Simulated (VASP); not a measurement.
A run of VASP 6.6.1 is set up as follows.

INCAR

```
SYSTEM = BN
ALGO = Normal
EDIFF = 1E-6
ENCUT = 520
GGA = PS
ISIF = 2
ISMEAR = 0
LASPH = .TRUE.
LCHARG = .FALSE.
LREAL = .FALSE.
LWAVE = .FALSE.
NBANDS = 11
NELM = 60
PREC = Accurate
SIGMA = 0.01
```

KPOINTS

```
k-points
0
G
  6 6 6
  0 0 0
```

The input POSCAR:

```
BN
1.0
    0.0217661565      1.8310816695      1.8026644648
    1.8533386413      0.0250816640      1.7993489573
    1.8459663950      1.8204039324      0.0324438936
B N
1 1
Direct
    0.0436000000      0.9591100000      0.9710600000
    0.2420700000      0.2847600000      0.2336700000
```

Potentials or basis: VASP PAW PBE potentials, release 64 (B, N).

The run is started by

```bash
$ cat potpaw_PBE.64/B/POTCAR potpaw_PBE.64/N/POTCAR > POTCAR
$ mpirun -np 1 vasp_std > vasp.out
```

Q: Predict the largest force.

A: 5.155 eV/Å.

Q: Estimate the pressure.

A: 7.7 GPa.

Forces in eV/Å, atoms in the order of the input:
```
B    3.954 -2.524  2.137
N   -3.954  2.524 -2.137
```

Caveat: the k points lie up to 0.51 Å⁻¹ apart; the PAW data sets were made with another functional, which shifts forces and pressure a little.
